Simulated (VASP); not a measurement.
# GeN (Cmmm) in VASP: single point with PBE

Aim: the single point of GeN with PBE.

All numbers are computed with VASP 6.6.1; they aren't measurements. Logs are shortened: lines on timing, memory, paths and dates and some standing lists are left out, and cuts for length are marked.

## Step 1: The cell of the first run

It takes space group Cmmm (No. 65, orthorhombic). Conventional cell: a = 5.525 Å, b = 8.710 Å, c = 3.067 Å, α = 90.00°, β = 90.00°, γ = 90.00°. Within 2.6 Å of Ge (site symmetry m2m) lie 2 N at 1.95 Å. N (site symmetry m2m) has 1 N at 1.33 Å within 1.8 Å.

The cell was generated, and may not be a known phase.

## Step 2: Single point, PBE

INCAR reads:

```
SYSTEM = GeN
ALGO = Normal
EDIFF = 1E-6
ENCUT = 1330
GGA = PE
GGA_COMPAT = .False.
ISIF = 2
ISMEAR = 0
LASPH = .True.
LCHARG = .False.
LREAL = .False.
LWAVE = .False.
NBANDS = 27
NELM = 120
PREC = Accurate
SIGMA = 0.1
```

KPOINTS reads:

```
k-points
0
Gamma
  6 6 6
  0 0 0
```

POSCAR reads:

```
GeN
1.0
    2.7622940762     -4.3551221361      0.0000000000
    2.7622940762      4.3551221361      0.0000000000
    0.0000000000      0.0000000000      3.0671043500
Ge N
2 2
Direct
    0.2154888672      0.7845111328      0.0000000000
    0.7845111328      0.2154888672      0.0000000000
    0.0766262687      0.9233737313      0.5000000000
    0.9233737313      0.0766262687      0.5000000000
```

Potentials or basis: VASP PAW PBE potentials, release 64 (Ge_d, N_h).

Launch:

```
$ cat potpaw_PBE.64/Ge_d/POTCAR potpaw_PBE.64/N_h/POTCAR > POTCAR
$ mpirun -np 1 vasp_std > vasp.out
```

OUTCAR:

```text
SYSTEM = GeN
   EDIFF = 1E-6
   ENCUT = 1330
   GGA = PE
   ISIF = 2
   ISMEAR = 0
   LASPH = .True.
   LREAL = .False.
   NELM = 120
   PREC = Accurate

 ion  position               nearest neighbor table
   1  0.215  0.785  0.000-   3 1.95   3 1.95   2 2.83   2 2.83
   2  0.785  0.215  0.000-   4 1.95   4 1.95   1 2.83   1 2.83
   3  0.077  0.923  0.500-   4 1.33   1 1.95   1 1.95
   4  0.923  0.077  0.500-   3 1.33   2 1.95   2 1.95

  LATTYP: Found a base centered orthorhombic cell.
 ALAT       =     5.5245881524
 B/A-ratio  =     1.5766323266
 C/A-ratio  =     0.5551733931

  Lattice vectors:

 A1 = (   2.7622940762,  -4.3551221361,   0.0000000000)
 A2 = (   2.7622940762,   4.3551221361,   0.0000000000)
 A3 = (   0.0000000000,   0.0000000000,   3.0671043500)

Analysis of symmetry for initial positions (statically):
=====================================================================
 Subroutine PRICEL returns:
 Original cell was already a primitive cell.

 Routine SETGRP: Setting up the symmetry group for a
 base centered orthorhombic supercell.

 Subroutine GETGRP returns: Found  8 space group operations
 (whereof  8 operations were pure point group operations)
 out of a pool of  8 trial point group operations.

The static configuration has the point symmetry D_2h.

Analysis of symmetry for dynamics (positions and initial velocities):
=====================================================================
 Subroutine PRICEL returns:
 Original cell was already a primitive cell.

 Routine SETGRP: Setting up the symmetry group for a
 base centered orthorhombic supercell.

 Subroutine GETGRP returns: Found  8 space group operations
 (whereof  8 operations were pure point group operations)
 out of a pool of  8 trial point group operations.

The dynamic configuration has the point symmetry D_2h.

 Subroutine INISYM returns: Found  8 space group operations
 (whereof  8 operations are pure point group operations),
 and found     1 'primitive' translations

----------------------------------------------------------------------------------------

                                     Primitive cell

  volume of cell :      73.7953

  direct lattice vectors                    reciprocal lattice vectors
     2.762294076 -4.355122136  0.000000000     0.181008968 -0.114807343  0.000000000
     2.762294076  4.355122136  0.000000000     0.181008968  0.114807343  0.000000000
     0.000000000  0.000000000  3.067104350     0.000000000  0.000000000  0.326040423

  length of vectors
     5.157262586  5.157262586  3.067104350     0.214347784  0.214347784  0.326040423

  position of ions in fractional coordinates (direct lattice)
     0.215488867  0.784511133  0.000000000
     0.784511133  0.215488867  0.000000000
     0.076626269  0.923373731  0.500000000
     0.923373731  0.076626269  0.500000000

  ion indices of the primitive-cell ions
   primitive index   ion index
                 1           1
                 2           2
                 3           3
                 4           4

----------------------------------------------------------------------------------------

 KPOINTS: k-points

Automatic generation of k-mesh.
 Grid dimensions read from file:
 generate k-points for:    6    6    6

 Generating k-lattice:

  Cartesian coordinates                     Fractional coordinates (reciprocal lattice)
     0.030168161 -0.019134557  0.000000000     0.166666667  0.000000000  0.000000000
     0.030168161  0.019134557  0.000000000     0.000000000  0.166666667  0.000000000
     0.000000000  0.000000000  0.054340071     0.000000000  0.000000000  0.166666667

  Length of vectors
     0.035724631  0.035724631  0.054340071

  Shift w.r.t. Gamma in fractional coordinates (k-lattice)
     0.000000000  0.000000000  0.000000000

 Subroutine IBZKPT returns following result:
 ===========================================

 Found     52 irreducible k-points:

 Following reciprocal coordinates:
            Coordinates               Weight
  0.000000  0.000000  0.000000      1.000000
  0.166667  0.000000  0.000000      4.000000
  0.333333 -0.000000  0.000000      4.000000
  0.500000  0.000000  0.000000      2.000000
  0.166667  0.166667  0.000000      2.000000
  0.333333  0.166667  0.000000      4.000000
[... 16 lines left out ...]
  0.333333  0.333333  0.166667      4.000000
  0.500000  0.333333  0.166667      8.000000
 [... further k-points ...]
   k-points           NKPTS =     52   k-points in BZ     NKDIM =     52   number of bands    NBANDS=     27
   number of dos      NEDOS =    301   number of ions     NIONS =      4
   total plane-waves  NPLWV = 147456
   dimension x,y,z NGX =    64 NGY =   64 NGZ =   36
   dimension x,y,z NGXF=   128 NGYF=  128 NGZF=   72
   ions per type =               2   2
   NGX,Y,Z   is equivalent  to a cutoff of  20.63, 20.63, 19.51 a.u.
   NGXF,Y,Z  is equivalent  to a cutoff of  41.26, 41.26, 39.03 a.u.
 SYSTEM =  GeN
   PREC   = accura    normal or accurate (medium, high low for compatibility)
   ISTART =      0    job   : 0-new  1-cont  2-samecut
   ICHARG =      2    charge: 1-file 2-atom 10-const
   ISPIN  =      1    spin polarized calculation?
   LNONCOLLINEAR =      F non collinear calculations
   LSORBIT =      F    spin-orbit coupling
   LASPH  =      T    aspherical Exc in radial PAW
   ENCUT  = 1330.0 eV  97.75 Ry    9.89 a.u.  15.34 15.34  9.12*2*pi/ulx,y,z
   NELM   =    120;   NELMIN=  2; NELMDL= -5     # of ELM steps
   EDIFF  = 0.1E-05   stopping-criterion for ELM
   LREAL  =      F    real-space projection
   EDIFFG = 0.1E-04   stopping-criterion for IOM
   NSW    =      0    number of steps for IOM
   IBRION =     -1    ionic relax: 0-MD 1-quasi-New 2-CG
   NFREE  =      0    steps in history (QN), initial steepest desc. (CG)
   ISIF   =      2    stress and relaxation
   ISYM   =      2    0-nonsym 1-usesym 2-fastsym
   POTIM  = 0.5000    time-step for ionic-motion
   TEBEG  =    0.0;   TEEND  =   0.0 temperature during run
   PSTRESS=    0.0 pullay stress
   NELECT =      38.0000    total number of electrons
   NUPDOWN=      -1.0000    fix difference up-down
   EMIN   =  10.00;   EMAX   =-10.00  energy-range for DOS
   EFERMI =   0.00;   METHOD = LEGACY
   ISMEAR =     0;   SIGMA  =   0.10  broadening in eV -4-tet -1-fermi 0-gaus
   EFERMI_NEDOS =   21; number of points for ismear=-14 and -15
   IALGO  =     38    algorithm
   IMIX   =      4    mixing-type and parameters
     AMIX     =   0.40;   BMIX     =  1.00
     AMIX_MAG =   1.60;   BMIX_MAG =  1.00
  volume/ion in A,a.u.               =      18.45       124.50
  Fermi-wavevector in a.u.,A,eV,Ry     =   1.312179  2.479659 23.426699  1.721814
  Thomas-Fermi vector in A             =   2.442589
   LORBIT       =      0    0 simple, 1 ext, 2 COOP (PROOUT), +10 PAW based schemes
   GGA     = PE    functional components
   LHFCALC =     F    Hartree Fock is set to
   AEXX    =    0.0000 exact exchange contribution
   IVDW    =     0    specifies the selected vdW correction
   LEPSILON=     F    determine dielectric tensor
   LRPA    =     F    only Hartree local field effects (RPA)
 non-spin polarized calculation
 Gauss-broadening in eV      SIGMA  =   0.10
  energy-cutoff  :     1330.00
  volume of cell :       73.80
 maximum number of plane-waves:      8194
 NGX is ok and might be reduce to    64
   NGX = 31   NGY = 31   NGZ = 19

 number of electron      38.0000003 magnetization

 Free energy of the ion-electron system (eV)
  ---------------------------------------------------
  ext. energy  EPLUGINS =         0.00000000
  ---------------------------------------------------
  free energy    TOTEN  =       -23.81137018 eV

  energy without entropy =      -23.80479715  energy(sigma->0) =      -23.80808366

 E-fermi :   3.5809     XC(G=0):  -9.1018

 val. band max:        3.5479916781   @ k =   0.1667   0.1667   0.3333
 cond. band min:       3.5997178193   @ k =   0.5000   0.3333   0.5000
 fundamental gap:      0.0517261412
 Fermi energy:         3.5808628256

 k-point     1 :       0.0000    0.0000    0.0000
  band No.  band energies     occupation
      1     -21.1959      2.00000
      2     -21.1151      2.00000
      3     -21.0541      2.00000
      4     -21.0469      2.00000
      5     -21.0435      2.00000
      6     -21.0182      2.00000
[... 19 lines left out ...]
     26      12.0743      0.00000
     27      12.7904      0.00000

 k-point     2 :       0.1667    0.0000    0.0000
  band No.  band energies     occupation
      1     -21.1901      2.00000
      2     -21.1194      2.00000
      3     -21.0519      2.00000
      4     -21.0474      2.00000
      5     -21.0425      2.00000
      6     -21.0208      2.00000
[... 19 lines left out ...]
     26      11.0391      0.00000
     27      12.7082      0.00000

 k-point     3 :       0.3333   -0.0000    0.0000
  band No.  band energies     occupation
      1     -21.1745      2.00000
      2     -21.1323      2.00000
      3     -21.0497      2.00000
      4     -21.0456      2.00000
      5     -21.0391      2.00000
      6     -21.0213      2.00000
[... 19 lines left out ...]
     26      11.7610      0.00000
     27      12.7881      0.00000

 k-point     4 :       0.5000    0.0000    0.0000
  band No.  band energies     occupation
      1     -21.1578      2.00000
      2     -21.1477      2.00000
      3     -21.0498      2.00000
      4     -21.0441      2.00000
      5     -21.0310      2.00000
      6     -21.0304      2.00000
[... 19 lines left out ...]
     26      12.2087      0.00000
     27      12.5219      0.00000
[... 516 lines left out ...]
      4     -21.0624      2.00000
      5     -21.0506      2.00000
      6     -21.0167      2.00000
[... 19 lines left out ...]
     26      10.9878      0.00000
     27      12.5922      0.00000

 k-point    23 :       0.3333    0.3333    0.1667
  band No.  band energies     occupation
      1     -21.1459      2.00000
      2     -21.1273      2.00000
      3     -21.0632      2.00000
      4     -21.0559      2.00000
      5     -21.0497      2.00000
      6     -21.0272      2.00000
[... 19 lines left out ...]
     26      10.8613      0.00000
     27      13.3992      0.00000

 k-point    24 :       0.5000    0.3333    0.1667
  band No.  band energies     occupation
      1     -21.1609      2.00000
      2     -21.1167      2.00000
      3     -21.0615      2.00000
      4     -21.0578      2.00000
      5     -21.0542      2.00000
      6     -21.0193      2.00000
[... 19 lines left out ...]
     26      11.7857      0.00000
     27      12.8655      0.00000

 [... further k-points ...]
[... 5 lines left out ...]
  --------------------------------------------------------------------------------------
  -------------------------------------------------------------------------------------
  Total        0.0294048     -0.0440262     -0.0592696      0.0000000      0.0000000      0.0000000
  in kB        0.6384104     -0.9558565     -1.2868089      0.0000000      0.0000000      0.0000000
  external PRESSURE =      -0.5347517 kB  Pullay stress =       0.0000000 kB

 VOLUME and BASIS-vectors are now :
 -----------------------------------------------------------------------------
  energy-cutoff  :     1330.00
  volume of cell :       73.80
      direct lattice vectors                 reciprocal lattice vectors
     2.762294076 -4.355122136  0.000000000     0.181008968 -0.114807343  0.000000000
     2.762294076  4.355122136  0.000000000     0.181008968  0.114807343  0.000000000
     0.000000000  0.000000000  3.067104350     0.000000000  0.000000000  0.326040423

 POSITION                                       TOTAL-FORCE (eV/Angst)
 -----------------------------------------------------------------------------------
      2.76229      2.47816      0.00000         0.000000     -0.007853     -0.000000
      2.76229     -2.47816      0.00000         0.000000      0.007853      0.000000
      2.76229      3.68769      1.53355         0.000000      0.022019      0.000000
      2.76229     -3.68769      1.53355         0.000000     -0.022019     -0.000000
 -----------------------------------------------------------------------------------
    total drift:                               -0.000000     -0.000000      0.000000

  FREE ENERGIE OF THE ION-ELECTRON SYSTEM (eV)
  ---------------------------------------------------
  free  energy   TOTEN  =       -23.8113701799 eV

  energy  without entropy=      -23.8047971489  energy(sigma->0) =      -23.80808366
```

Wall time 6.4 min (1 thread of Intel Xeon Platinum 8375C at 2.90GHz (Ice Lake), shared host); peak memory 0.62 GiB.

What came out:

| Quantity | Value |
| --- | --- |
| Free energy | -23.8114 eV |
| Pressure | -0.1 GPa |
| Largest force | 0.022 eV/Å |
| Band gap on the k mesh | zero (bands 19 and 20 overlap by 0.87 eV) |

Forces in eV/Å, atoms in the order of the input:
```
Ge   0.000 -0.008  0.000
Ge   0.000  0.008  0.000
N    0.000  0.022  0.000
N    0.000 -0.022  0.000
```

Stress tensor (GPa, compression positive):
```
 0.06  0.00  0.00
 0.00 -0.10  0.00
 0.00  0.00 -0.13
```

The gap in the log of VASP goes by the Fermi energy; the results here count the filled bands.